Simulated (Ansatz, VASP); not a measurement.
**BiTe in VASP and in Ansatz**

```
Bi Te
1.0
     2.49539    1.44071    3.21777
    -2.49539    1.44071    3.21777
     0.00000   -2.88143    3.21777
Bi Te
1 1
Direct
  0.50000 0.50000 0.50000
  0.00000 0.00000 0.00000
```

Change from the starting cell: strain +0.030 along x and y, -0.030 along z, atoms carried along.

Alike in both runs: task single point; functional PBEsol; k mesh 12 × 12 × 12; occupations gaussian, width 0.15 eV; no spin polarisation.

```csv
,VASP,Ansatz
version,VASP 6.6.1,Ansatz 0.2.0
potentials or method,"VASP PAW PBE potentials, release 64 (Bi_d, Te), cutoff 520 eV","scalar-relativistic, plane waves, PAW"
valence electrons in the cell,21,31
```

Ansatz gave:

- gap on the k mesh at the Fermi level (eV): none
- pressure (GPa): -4.2
- traceless stress, the component that is largest in VASP (GPa): 1.39

**Question.** What did VASP give for the same quantities?

**Answer.** gap on the k mesh at the Fermi level (eV): none; pressure (GPa): -4.3; traceless stress, the component that is largest in VASP (GPa): 1.39.

VASP's potentials were made for PBE, not for PBEsol. A gap of «none» marks a metal or a gap that the smearing closes. VASP's potentials hold 21 valence electrons a cell and Ansatz's 31, so a difference there can come from the potentials and not from the codes.

Neither program's run includes spin-orbit coupling.
